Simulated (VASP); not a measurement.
Here is a VASP 6.6.1 calculation.

INCAR

```
PREC = Accurate
ENCUT = 520
EDIFF = 1E-8
ISMEAR = 0
SIGMA = 0.01
LREAL = F
LASPH = T
NELM = 80
ALGO = Normal
ISIF = 2
LWAVE = F
LCHARG = F
GGA = PS
NBANDS = 15
IBRION = 8
NSW = 1
```

The input KPOINTS:

```
Automatic mesh
0
Gamma
  8 8 8
```

File POSCAR:

```
SrO
1.0
    0.0000000000      2.5614439109      2.5614439109
    2.5614439109      0.0000000000      2.5614439109
    2.5614439109      2.5614439109      0.0000000000
Sr O
1 1
Direct
    0.5000000000      0.5000000000      0.5000000000
    0.0000000000      0.0000000000      0.0000000000
```

Potentials or basis: VASP PAW PBE potentials, release 64 (Sr_sv, O).

Command:

```console
$ cat potpaw_PBE.64/Sr_sv/POTCAR potpaw_PBE.64/O/POTCAR > POTCAR
$ mpirun -np 1 vasp_std > vasp.out
```

Estimate the highest phonon frequency at Γ, LO-TO splitting left out.

210 cm⁻¹.

Phonon frequencies in cm⁻¹ (negative: imaginary):
| q point | frequencies |
| --- | --- |
| (0.000, 0.000, 0.000) | 0 0 0 210 210 210 |
